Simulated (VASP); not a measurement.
Here is a VASP 6.6.1 calculation.

Contents of INCAR:

```
  PREC = Accurate
  ENCUT = 520
  EDIFF = 1E-6
  ISMEAR = 0
  SIGMA = 0.1
  LREAL = False
  LASPH = True
  NELM = 60
  ALGO = Normal
  ISIF = 2
  LWAVE = False
  LCHARG = False
  GGA = PE
  NBANDS = 24
```

Contents of KPOINTS:

```
regular mesh
0
Gamma
  14 14 8
```

File POSCAR:

```
TaN
1.0
    3.0641563891     -0.0393497055      0.0352044229
   -1.5661560392      2.7126692658     -0.0703951543
    0.0568029000     -0.0983600000      4.9492293000
Ta N
2 2
Direct
    0.0000000000      0.0000000000      0.0000000000
    0.0000000000      0.0000000000      0.5000000000
    0.3172605764      0.6586302882      0.2500000000
    0.6827394236      0.3413697118      0.7500000000
```

Potentials or basis: VASP PAW PBE potentials, release 64 (Ta_pv, N).

Launch:

```bash
$ cat potpaw_PBE.64/Ta_pv/POTCAR potpaw_PBE.64/N/POTCAR > POTCAR
$ mpirun -np 1 vasp_std > vasp.out
```

Q: Predict the band gap on the k mesh.

A: Zero (bands 16 and 17 overlap by 2.63 eV).

Q: Predict the largest force.

A: 0.323 eV/Å.

Q: Estimate the pressure.

A: 46.4 GPa.

Forces in eV/Å, atoms in the order of the input:
```
Ta   0.000  0.000  0.000
Ta   0.000  0.000  0.000
N    0.279  0.161  0.000
N   -0.279 -0.161  0.000
```

Caveat: the cell differs from its parent crystal (strained and its atoms moved); the cell stands under pressure; spin-orbit coupling is left out, which moves the levels of the heavy elements.
